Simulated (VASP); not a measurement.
Input of a VASP 6.6.1 run:

INCAR

```
PREC = Accurate
ENCUT = 520
EDIFF = 1E-7
ISMEAR = 0
SIGMA = 0.1
LREAL = F
LASPH = T
NELM = 100
ALGO = Normal
ISIF = 2
LWAVE = F
LCHARG = T
GGA = PE
LELF = T
LVHAR = T
NBANDS = 26
```

File KPOINTS:

```
Automatic mesh
0
Gamma
  12 12 12
```

POSCAR

```
Hf3Cl
1.0
    0.0000000000      3.5059475321      3.5059475321
    3.5059475321      0.0000000000      3.5059475321
    3.5059475321      3.5059475321      0.0000000000
Hf Cl
3 1
Direct
    0.2500000000      0.2500000000      0.2500000000
    0.7500000000      0.7500000000      0.7500000000
    0.5000000000      0.5000000000      0.5000000000
    0.0000000000      0.0000000000      0.0000000000
```

Potentials or basis: VASP PAW PBE potentials, release 64 (Hf_pv, Cl).

The run is started by

```bash
$ cat potpaw_PBE.64/Hf_pv/POTCAR potpaw_PBE.64/Cl/POTCAR > POTCAR
$ mpirun -np 1 vasp_std > vasp.out
```

Q: Predict the pressure.

A: -0.3 GPa.

Caveat: an odd number of electrons without spin polarisation forces a metal; a magnetic or distorted state may lie lower.
